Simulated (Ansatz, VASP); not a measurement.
# C in VASP and in Ansatz

```xyz
2
Lattice="0.0000 1.7801 1.7801 1.7801 0.0000 1.7801 1.7801 1.7801 0.0000" Properties=species:S:1:pos:R:3 pbc="T T T"
C     0.0000    0.0000    0.0000
C     0.8901    0.8901    0.8901
```

Alike in both runs: functional r2SCAN; k mesh 10 × 10 × 10; no spin polarisation.

Ansatz relaxed the structure, and its values are those at the end. VASP's run is a single point on that final structure, the one shown.

|  | VASP | Ansatz |
| --- | --- | --- |
| version | VASP 6.6.1 | Ansatz 0.2.0 |
| potentials or method | VASP PAW PBE potentials, release 64 (C_h) | plane waves, PAW |
| plane-wave cutoff (eV) | 1430 | 500 |
| occupations | gaussian, width 0.01 eV | fixed |
| valence electrons in the cell | 8 | 8 |

Ansatz gave:

| Item | Value |
| --- | --- |
| pressure (GPa) | 0.0 |

**Question.** What did VASP give for the same quantities?

**Answer.** Pressure (GPa): -0.6.

VASP's potentials were made for PBE, not for r2SCAN. Ansatz's warnings: stress scf threshold loose.
